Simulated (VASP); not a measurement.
# MoS2 (R3m) in VASP: further runs

MoS2 is run at these levels: revPBE, r2SCAN, LDA, PBEsol; tasks: single point.

Program: VASP 6.6.1. These are calculated values, not measurements. Logs are shortened: lines on timing, memory, paths and dates and some standing lists are left out, and cuts for length are marked.

## 1. The cell of the first run

It takes space group R3m (No. 160, trigonal). Conventional cell: a = 3.203 Å, b = 3.203 Å, c = 26.317 Å, α = 90.00°, β = 90.00°, γ = 120.00°. Mo (site symmetry 3m) has 6 S at 2.42 Å within 3.2 Å. Within 3.2 Å of S (site symmetry 3m) lie 3 Mo at 2.42 Å and 1 S at 3.13 Å. S (site symmetry 3m) has 3 Mo at 2.42 Å and 1 S at 3.13 Å within 3.2 Å.

## 2. Single point, revPBE

The input, INCAR:

```
SYSTEM = MoS2
PREC = Accurate
ENCUT = 520
EDIFF = 1E-6
ISMEAR = -1
SIGMA = 0.05
LREAL = .FALSE.
LASPH = .TRUE.
NELM = 80
ALGO = Normal
ISIF = 2
LWAVE = .FALSE.
LCHARG = .TRUE.
GGA = RE
LELF = .TRUE.
LVHAR = .TRUE.
NBANDS = 20
```

The input, KPOINTS:

```
regular mesh
0
G
  10 10 10
  0 0 0
```

The input, POSCAR:

```
MoS2
1.0
    1.6016671377      0.9247229531      8.7722466164
   -1.6016671377      0.9247229531      8.7722466164
    0.0000000000     -1.8494459062      8.7722466164
Mo S
1 2
Direct
    0.0001111230      0.0001111230      0.0001111230
    0.3928558012      0.3928558012      0.3928558012
    0.2740330758      0.2740330758      0.2740330758
```

Potentials or basis: VASP PAW PBE potentials, release 64 (Mo_sv, S).

Launch:

```
$ cat potpaw_PBE.64/Mo_sv/POTCAR potpaw_PBE.64/S/POTCAR > POTCAR
$ mpirun -np 1 vasp_std > vasp.out
```

OUTCAR:

```text
SYSTEM = MoS2
   PREC = Accurate
   ENCUT = 520
   EDIFF = 1E-6
   ISMEAR = -1
   LREAL = .FALSE.
   LASPH = .TRUE.
   NELM = 80
   ISIF = 2
   GGA = RE

 ion  position               nearest neighbor table
   1  0.000  0.000  0.000-   2 2.42   2 2.42   2 2.42   3 2.42   3 2.42   3 2.42
   2  0.393  0.393  0.393-   1 2.42   1 2.42   1 2.42
   3  0.274  0.274  0.274-   1 2.42   1 2.42   1 2.42

  LATTYP: Found a trigonal (rhomboedric) cell.
 ALAT       =     8.9650856582
 COS(alpha) =     0.9361640040

  Lattice vectors:

 A1 = (   1.6016671377,   0.9247229531,   8.7722466164)
 A2 = (  -1.6016671377,   0.9247229531,   8.7722466164)
 A3 = (   0.0000000000,  -1.8494459062,   8.7722466164)

Analysis of symmetry for initial positions (statically):
=====================================================================
 Subroutine PRICEL returns:
 Original cell was already a primitive cell.

 Routine SETGRP: Setting up the symmetry group for a
 trigonal (rhombohedral) supercell.

 Subroutine GETGRP returns: Found  6 space group operations
 (whereof  6 operations were pure point group operations)
 out of a pool of 12 trial point group operations.

The static configuration has the point symmetry C_3v.

Analysis of symmetry for dynamics (positions and initial velocities):
=====================================================================
 Subroutine PRICEL returns:
 Original cell was already a primitive cell.

 Routine SETGRP: Setting up the symmetry group for a
 trigonal (rhombohedral) supercell.

 Subroutine GETGRP returns: Found  6 space group operations
 (whereof  6 operations were pure point group operations)
 out of a pool of 12 trial point group operations.

The dynamic configuration has the point symmetry C_3v.

 Subroutine INISYM returns: Found  6 space group operations
 (whereof  6 operations are pure point group operations),
 and found     1 'primitive' translations

----------------------------------------------------------------------------------------

                                     Primitive cell

  volume of cell :      77.9554

  direct lattice vectors                    reciprocal lattice vectors
     1.601667138  0.924722953  8.772246616     0.312174726  0.180234162  0.037998628
    -1.601667138  0.924722953  8.772246616    -0.312174726  0.180234162  0.037998628
     0.000000000 -1.849445906  8.772246616     0.000000000 -0.360468324  0.037998628

  length of vectors
     8.965085658  8.965085658  8.965085658     0.362465596  0.362465596  0.362465596

  position of ions in fractional coordinates (direct lattice)
     0.000111123  0.000111123  0.000111123
     0.392855801  0.392855801  0.392855801
     0.274033076  0.274033076  0.274033076

  ion indices of the primitive-cell ions
   primitive index   ion index
                 1           1
                 2           2
                 3           3

----------------------------------------------------------------------------------------

 KPOINTS: regular mesh

Automatic generation of k-mesh.
 Grid dimensions read from file:
 generate k-points for:   10   10   10

 Generating k-lattice:

  Cartesian coordinates                     Fractional coordinates (reciprocal lattice)
     0.031217473  0.018023416  0.003799863     0.100000000  0.000000000  0.000000000
    -0.031217473  0.018023416  0.003799863     0.000000000  0.100000000  0.000000000
     0.000000000 -0.036046832  0.003799863     0.000000000  0.000000000  0.100000000

  Length of vectors
     0.036246560  0.036246560  0.036246560

  Shift w.r.t. Gamma in fractional coordinates (k-lattice)
     0.000000000  0.000000000  0.000000000

 Subroutine IBZKPT returns following result:
 ===========================================

 Found    116 irreducible k-points:

 Following reciprocal coordinates:
            Coordinates               Weight
  0.000000  0.000000  0.000000      1.000000
  0.100000  0.000000 -0.000000      6.000000
  0.200000  0.000000 -0.000000      6.000000
  0.300000  0.000000  0.000000      6.000000
  0.400000  0.000000 -0.000000      6.000000
  0.500000 -0.000000 -0.000000      3.000000
[... 16 lines left out ...]
  0.300000  0.300000 -0.000000      6.000000
  0.400000  0.300000 -0.000000     12.000000
 [... further k-points ...]
   k-points           NKPTS =    116   k-points in BZ     NKDIM =    116   number of bands    NBANDS=     20
   number of dos      NEDOS =    301   number of ions     NIONS =      3
   total plane-waves  NPLWV = 343000
   dimension x,y,z NGX =    70 NGY =   70 NGZ =   70
   dimension x,y,z NGXF=   140 NGYF=  140 NGZF=  140
   ions per type =               1   2
   NGX,Y,Z   is equivalent  to a cutoff of  12.98, 12.98, 12.98 a.u.
   NGXF,Y,Z  is equivalent  to a cutoff of  25.96, 25.96, 25.96 a.u.
 SYSTEM =  MoS2
   PREC   = accura    normal or accurate (medium, high low for compatibility)
   ISTART =      0    job   : 0-new  1-cont  2-samecut
   ICHARG =      2    charge: 1-file 2-atom 10-const
   ISPIN  =      1    spin polarized calculation?
   LNONCOLLINEAR =      F non collinear calculations
   LSORBIT =      F    spin-orbit coupling
   LASPH  =      T    aspherical Exc in radial PAW
   ENCUT  =  520.0 eV  38.22 Ry    6.18 a.u.  16.67 16.67 16.67*2*pi/ulx,y,z
   NELM   =     80;   NELMIN=  2; NELMDL= -5     # of ELM steps
   EDIFF  = 0.1E-05   stopping-criterion for ELM
   LREAL  =      F    real-space projection
   EDIFFG = 0.1E-04   stopping-criterion for IOM
   NSW    =      0    number of steps for IOM
   IBRION =     -1    ionic relax: 0-MD 1-quasi-New 2-CG
   NFREE  =      0    steps in history (QN), initial steepest desc. (CG)
   ISIF   =      2    stress and relaxation
   ISYM   =      2    0-nonsym 1-usesym 2-fastsym
   POTIM  = 0.5000    time-step for ionic-motion
   TEBEG  =    0.0;   TEEND  =   0.0 temperature during run
   PSTRESS=    0.0 pullay stress
   NELECT =      26.0000    total number of electrons
   NUPDOWN=      -1.0000    fix difference up-down
   EMIN   =  10.00;   EMAX   =-10.00  energy-range for DOS
   EFERMI =   0.00;   METHOD = LEGACY
   ISMEAR =    -1;   SIGMA  =   0.05  broadening in eV -4-tet -1-fermi 0-gaus
   EFERMI_NEDOS =   21; number of points for ismear=-14 and -15
   IALGO  =     38    algorithm
   IMIX   =      4    mixing-type and parameters
     AMIX     =   0.40;   BMIX     =  1.00
     AMIX_MAG =   1.60;   BMIX_MAG =  1.00
  volume/ion in A,a.u.               =      25.99       175.36
  Fermi-wavevector in a.u.,A,eV,Ry     =   1.135317  2.145439 17.537169  1.288946
  Thomas-Fermi vector in A             =   2.272022
   LORBIT       =      0    0 simple, 1 ext, 2 COOP (PROOUT), +10 PAW based schemes
   GGA     = RE    functional components
   LHFCALC =     F    Hartree Fock is set to
   AEXX    =    0.0000 exact exchange contribution
   IVDW    =     0    specifies the selected vdW correction
   LEPSILON=     F    determine dielectric tensor
   LRPA    =     F    only Hartree local field effects (RPA)
 non-spin polarized calculation
  energy-cutoff  :      520.00
  volume of cell :       77.96
 maximum number of plane-waves:      2128
 NGX is ok and might be reduce to    70
   NGX = 33   NGY = 33   NGZ = 33

 number of electron      26.0000001 magnetization

 Free energy of the ion-electron system (eV)
  ---------------------------------------------------
  ext. energy  EPLUGINS =         0.00000000
  ---------------------------------------------------
  free energy    TOTEN  =       -20.83951428 eV

  energy without entropy =      -20.83951427  energy(sigma->0) =      -20.83951427

 E-fermi :   3.7904     XC(G=0):  -8.1016

 val. band max:        3.0037984603   @ k =   0.5000   0.5000   0.5000
 cond. band min:       4.6650251116   @ k =  -0.3000   0.3000   0.0000
 fundamental gap:      1.6612266514
 Fermi energy:         3.7903801185

 k-point     1 :       0.0000    0.0000    0.0000
  band No.  band energies     occupation
      1     -57.9846      2.00000
      2     -32.1056      2.00000
      3     -31.9267      2.00000
      4     -31.9267      2.00000
      5     -11.0798      2.00000
      6      -9.8002      2.00000
[... 12 lines left out ...]
     19       9.3514      0.00000
     20      11.9286      0.00000

 k-point     2 :       0.1000    0.0000   -0.0000
  band No.  band energies     occupation
      1     -57.9814      2.00000
      2     -32.0991      2.00000
      3     -31.9604      2.00000
      4     -31.9344      2.00000
      5     -10.9380      2.00000
      6      -9.7418      2.00000
[... 12 lines left out ...]
     19       9.9213      0.00000
     20      12.5394      0.00000

 k-point     3 :       0.2000    0.0000   -0.0000
  band No.  band energies     occupation
      1     -57.9729      2.00000
      2     -32.0819      2.00000
      3     -32.0478      2.00000
      4     -31.9545      2.00000
      5     -10.5451      2.00000
      6      -9.5803      2.00000
[... 12 lines left out ...]
     19      11.2061      0.00000
     20      12.5176      0.00000

 k-point     4 :       0.3000    0.0000    0.0000
  band No.  band energies     occupation
      1     -57.9623      2.00000
      2     -32.1541      2.00000
      3     -32.0606      2.00000
      4     -31.9792      2.00000
      5     -10.0030      2.00000
      6      -9.3607      2.00000
[... 12 lines left out ...]
     19      11.1446      0.00000
     20      11.4769      0.00000

 k-point     5 :       0.4000    0.0000   -0.0000
  band No.  band energies     occupation
      1     -57.9538      2.00000
      2     -32.2389      2.00000
      3     -32.0434      2.00000
      4     -31.9991      2.00000
      5      -9.4971      2.00000
      6      -9.1623      2.00000
[... 12 lines left out ...]
     19      10.5466      0.00000
     20      10.9852      0.00000
[... 353 lines left out ...]
      6      -9.0624      2.00000
[... 12 lines left out ...]
     19      11.2488      0.00000
     20      12.2383      0.00000

 k-point    22 :      -0.2000    0.2000    0.0000
  band No.  band energies     occupation
      1     -57.9574      2.00000
      2     -32.1722      2.00000
      3     -32.0508      2.00000
      4     -32.0222      2.00000
      5      -9.7305      2.00000
      6      -9.2422      2.00000
[... 12 lines left out ...]
     19      11.3889      0.00000
     20      12.2130      0.00000

 k-point    23 :       0.3000    0.3000   -0.0000
  band No.  band energies     occupation
      1     -57.9623      2.00000
      2     -32.1541      2.00000
      3     -32.0606      2.00000
      4     -31.9792      2.00000
      5     -10.0028      2.00000
      6      -9.3610      2.00000
[... 12 lines left out ...]
     19      11.1369      0.00000
     20      11.4946      0.00000

 k-point    24 :       0.4000    0.3000   -0.0000
  band No.  band energies     occupation
      1     -57.9564      2.00000
      2     -32.1987      2.00000
      3     -32.0487      2.00000
      4     -32.0076      2.00000
      5      -9.6659      2.00000
      6      -9.2223      2.00000
[... 12 lines left out ...]
     19      10.8491      0.00000
     20      11.5724      0.00000

 [... further k-points ...]
[... 5 lines left out ...]
  --------------------------------------------------------------------------------------
  -------------------------------------------------------------------------------------
  Total       -0.0584352     -0.0584352     -0.0775128      0.0000000      0.0000000      0.0000000
  in kB       -1.2009890     -1.2009890     -1.5930813      0.0000000      0.0000000      0.0000000
  external PRESSURE =      -1.3316864 kB  Pullay stress =       0.0000000 kB

 VOLUME and BASIS-vectors are now :
 -----------------------------------------------------------------------------
  energy-cutoff  :      520.00
  volume of cell :       77.96
      direct lattice vectors                 reciprocal lattice vectors
     1.601667138  0.924722953  8.772246616     0.312174726  0.180234162  0.037998628
    -1.601667138  0.924722953  8.772246616    -0.312174726  0.180234162  0.037998628
     0.000000000 -1.849445906  8.772246616     0.000000000 -0.360468324  0.037998628

 POSITION                                       TOTAL-FORCE (eV/Angst)
 -----------------------------------------------------------------------------------
      0.00000      0.00000      0.00292         0.000000      0.000000     -0.000167
      0.00000      0.00000     10.33868         0.000000      0.000000     -0.019578
      0.00000      0.00000      7.21166         0.000000     -0.000000      0.019745
 -----------------------------------------------------------------------------------
    total drift:                               -0.000000     -0.000000     -0.000120

  FREE ENERGIE OF THE ION-ELECTRON SYSTEM (eV)
  ---------------------------------------------------
  free  energy   TOTEN  =       -20.8395142764 eV

  energy  without entropy=      -20.8395142707  energy(sigma->0) =      -20.83951427
```

Run time: 21 min. Hardware: 1 thread of Intel Xeon Platinum 8488C (Sapphire Rapids), shared host; peak memory 0.75 GiB.

What came out:

```
Free energy            : -20.8395 eV
Pressure               : -0.1 GPa
Largest force          : 0.020 eV/Å
Band gap on the k mesh : 1.66 eV, indirect (least direct gap 1.88 eV)
```

Forces in eV/Å, atoms in the order of the input:
```
Mo   0.000  0.000  0.000
S    0.000  0.000 -0.020
S    0.000  0.000  0.020
```

Levels at points of the mesh, in eV from the valence-band top:
```tsv
k point	band 10	band 11	band 12	band 13	band 14	band 15	band 16	band 17
(0.00, 0.00, 0.00)	-1.75	-1.60	-1.60	-0.09	2.62	2.62	2.86	2.86
(0.50, 0.00, 0.00)	-3.22	-1.93	-1.10	-0.71	2.09	2.60	3.79	4.15
(0.50, 0.50, 0.00)	-3.22	-1.94	-1.10	-0.70	2.09	2.61	3.76	4.15
(0.50, 0.50, 0.50)	-1.85	-1.60	-1.60	0.00	2.62	2.62	2.86	2.86
```

Caveat: the PAW data sets were made with another functional, which shifts forces and pressure a little. Expect the measured gap to be larger: semilocal functionals such as revPBE lack the derivative discontinuity.

## 3. Single point, r2SCAN

This run uses another cell than the first one, of 19.02 Å³/atom, 0.732 times its volume.

The input, POSCAR:

```
MoS2
1.0
    1.5925061930      0.9194338792      6.4957023018
   -1.5925061930      0.9194338792      6.4957023018
    0.0000000000     -1.8388677585      6.4957023018
Mo S
1 2
Direct
    0.0001072316      0.0001072316      0.0001072316
    0.4131073822      0.4131073822      0.4131073822
    0.2537853862      0.2537853862      0.2537853862
```

The input, INCAR.step1:

```
PREC = Accurate
ENCUT = 520
ISMEAR = -1
SIGMA = 0.05
LREAL = False
LASPH = True
NELM = 100
NBANDS = 20
GGA = PE
ALGO = Normal
EDIFF = 1E-4
LWAVE = True
LCHARG = False
```

The input, INCAR.step2:

```
PREC = Accurate
ENCUT = 520
EDIFF = 1E-7
ISMEAR = -1
SIGMA = 0.05
LREAL = False
LASPH = True
NELM = 100
ALGO = Normal
ISIF = 2
LWAVE = False
LCHARG = False
METAGGA = R2SCAN
LMIXTAU = True
NBANDS = 20
ISTART = 1
```

The input, KPOINTS:

```
Automatic mesh
0
Gamma
  10 10 10
```

Potentials or basis: VASP PAW PBE potentials, release 64 (Mo_sv, S).

Launch:

```
$ cat potpaw_PBE.64/Mo_sv/POTCAR potpaw_PBE.64/S/POTCAR > POTCAR
$ cp INCAR.step1 INCAR
$ mpirun -np 1 vasp_std > vasp.out
$ cp INCAR.step2 INCAR
$ mpirun -np 1 vasp_std > vasp.out
```

Run time: 22 min. Hardware: 1 thread of Intel Xeon Platinum 8488C (Sapphire Rapids), shared host; peak memory 0.46 GiB.

Results (log left out):

| Property | Result |
| --- | --- |
| Free energy | -45.0408 eV |
| Pressure | 0.1 GPa |
| Band gap on the k mesh | 1.29 eV, indirect (least direct gap 2.02 eV) |

Forces in eV/Å, atoms in the order of the input:
```
Mo   0.000  0.000 -0.001
S    0.000  0.000  0.002
S    0.000  0.000 -0.001
```

Stress tensor (GPa, compression positive):
```
 0.08  0.00  0.00
 0.00  0.08  0.00
 0.00  0.00 -0.02
```

Levels at points of the mesh, in eV from the valence-band top:
```tsv
k point	band 11	band 12	band 13	band 14	band 15	band 16
(0.00, 0.00, 0.00)	-2.24	-1.55	-0.90	2.34	2.34	2.65
(0.50, 0.00, 0.00)	-2.38	-1.65	-1.29	1.81	2.28	3.80
(0.50, 0.50, 0.00)	-2.76	-1.74	-1.16	1.79	2.36	3.45
(0.50, 0.50, 0.50)	-2.22	-2.22	0.00	2.39	2.39	2.59
```

Caveat: the PAW data sets were made with another functional, which shifts forces and pressure a little. A k mesh can miss the band edges.

[end of part 1 of 2]
